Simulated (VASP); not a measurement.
SiAg2Br6: relaxation of cell and atoms with PBE

The system is SiAg2Br6.

```xyz
9
Lattice="6.7187 0.0000 0.0000 0.0000 6.7187 0.0000 0.0000 0.0000 4.7509" Properties=species:S:1:pos:R:3 pbc="T T T"
Si    0.0000    0.0000    0.0000
Ag    3.3594    0.0000    2.3754
Ag    0.0000    3.3594    2.3754
Br    0.0000    0.0000    2.3754
Br    3.3594    3.3594    2.3754
Br    1.6797    1.6797    0.0000
Br    5.0391    5.0391    0.0000
Br    1.6797    5.0391    0.0000
Br    5.0391    1.6797    0.0000
```

This cell differs from its parent crystal: atoms taken out.

```json
{
  "Program": "VASP 6.6.1",
  "Task": "relaxation of cell and atoms",
  "Functional": "PBE",
  "Potentials or basis": "VASP PAW PBE potentials, release 64 (Si, Ag, Br)",
  "Cutoff": "600 eV",
  "k mesh": "4 × 4 × 4",
  "Occupations": "gaussian, width 0.1 eV",
  "Spin": "no spin polarisation",
  "Dipole correction": "no",
  "Further INCAR settings": "ALGO = Normal; EDIFF = 1e-06; IBRION = 2; EDIFFG = -0.04; NSW = 90; ISIF = 3"
}
```

The relaxed volume is 28.39 Å³/atom and the relaxed cell is a = 6.707 Å, b = 6.707 Å, c = 5.681 Å, α = 90.00°, β = 90.00°, γ = 90.00°. The space group after relaxing (to 0.1 Å) is P4/mmm (No. 123) and the energy gained by relaxing is 106.2 meV/atom. The ionic steps are 12 and the pressure after relaxing is 0.0 GPa. The largest force after relaxing is 0.015 eV/Å and the band gap on the k mesh is 0.34 eV.

Forces on the atoms (eV/Å):
```
Si   0.000  0.000  0.000
Ag   0.000  0.000  0.000
Ag   0.000  0.000  0.000
Br   0.000  0.000  0.000
Br   0.000  0.000  0.000
Br   0.011  0.011  0.000
Br  -0.011 -0.011  0.000
Br   0.011 -0.011  0.000
Br  -0.011  0.011  0.000
```

Stress tensor (GPa, compression positive):
```
 0.01  0.00  0.00
 0.00  0.01  0.00
 0.00  0.00 -0.07
```

Step by step:
```csv
step,energy change (eV),largest force (eV/Å),pressure (GPa),volume (Å³)
1,0.0000,0.6018,5.09,214.46
2,-0.6257,0.7468,0.47,238.70
3,-0.7025,0.8531,-1.73,258.96
4,-0.7099,0.8308,-1.34,254.57
5,-0.9128,0.0278,-0.13,254.10
6,-0.9177,0.1505,0.15,253.99
7,-0.9280,0.1241,0.02,255.13
8,-0.9449,0.0484,-0.30,258.44
9,-0.9466,0.0196,-0.40,259.67
10,-0.9523,0.1456,0.09,256.43
11,-0.9524,0.1296,0.02,256.84
12,-0.9555,0.0153,-0.02,255.52
```

Final structure:
```
Si Ag Br
1.0
     6.70671    0.00000    0.00000
     0.00000    6.70671    0.00000
     0.00000    0.00000    5.68081
Si Ag Br
1 2 6
Direct
  0.00000 0.00000 0.00000
  0.50000 0.00000 0.50000
  0.00000 0.50000 0.50000
  0.00000 0.00000 0.50000
  0.50000 0.50000 0.50000
  0.24268 0.24268 0.00000
  0.75732 0.75732 0.00000
  0.24268 0.75732 0.00000
  0.75732 0.24268 0.00000
```

Levels at points of the mesh, in eV from the valence-band top:
| k point | band 30 | band 31 | band 32 | band 33 | band 34 | band 35 | band 36 | band 37 | band 38 | band 39 |
| --- | --- | --- | --- | --- | --- | --- | --- | --- | --- | --- |
| (0.00, 0.00, 0.00) | -1.39 | -1.16 | -1.16 | -0.52 | 0.00 | 0.34 | 0.63 | 1.74 | 4.25 | 4.85 |
| (0.50, 0.00, 0.00) | -1.38 | -1.30 | -0.86 | -0.67 | -0.58 | 1.25 | 2.02 | 2.22 | 4.16 | 4.72 |
| (0.50, 0.50, 0.00) | -1.64 | -1.26 | -0.81 | -0.81 | -0.44 | 1.97 | 2.84 | 2.84 | 4.14 | 4.41 |
| (0.00, 0.00, 0.50) | -1.05 | -1.05 | -0.87 | -0.87 | -0.02 | 0.66 | 0.80 | 1.59 | 2.56 | 4.79 |
| (0.50, 0.00, 0.50) | -1.22 | -0.87 | -0.81 | -0.80 | -0.55 | 1.54 | 1.99 | 2.07 | 2.38 | 5.02 |
| (0.50, 0.50, 0.50) | -1.18 | -1.18 | -0.74 | -0.74 | -0.62 | 1.69 | 2.75 | 2.76 | 2.76 | 5.52 |

It took 18 min on 1 thread of Intel(R) Xeon(R) Platinum 8488C (Sapphire Rapids), with other jobs on the host, peak memory 0.46 GiB.

Caveat: the cell differs from its parent crystal (atoms taken out); the volume moved by over 15 % at a fixed basis, so the end points are rough; semilocal functionals underestimate gaps, and a narrow one can read as zero. A k mesh can miss the band edges.
